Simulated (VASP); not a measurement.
Here is a VASP 6.6.1 calculation.

The input INCAR:

```
SYSTEM = I
  ALGO = Normal
  EDIFF = 1E-6
  ENCUT = 520
  GGA = PE
  ISIF = 2
  ISMEAR = 0
  ISYM = 0
  LASPH = .True.
  LCHARG = .True.
  LELF = .True.
  LREAL = .False.
  LVHAR = .True.
  LWAVE = .False.
  NBANDS = 10
  NELM = 60
  PREC = Accurate
  SIGMA = 0.1
```

KPOINTS

```
k-points
0
Gamma
  7 4 5
  0 0 0
```

Contents of POSCAR:

```
I
1.0
    0.0000000000      2.3656004428      3.9098401324
    2.1922454667      0.0000000000      3.9098401324
    2.1922454667      2.3656004428      0.0000000000
I
1
Direct
    0.0000000000      0.0000000000      0.0000000000
```

Potentials or basis: VASP PAW PBE potentials, release 64 (I).

Launch:

```bash
$ cat potpaw_PBE.64/I/POTCAR > POTCAR
$ mpirun -np 1 vasp_std > vasp.out
```

Q: Predict the pressure.

A: 0.2 GPa.

Stress tensor (GPa, compression positive):
```
 0.00  2.81 -0.10
 2.81 -0.19  0.05
-0.10  0.05  0.85
```

Caveat: the k points lie up to 0.53 Å⁻¹ apart; an odd number of electrons without spin polarisation forces a metal; a magnetic or distorted state may lie lower.
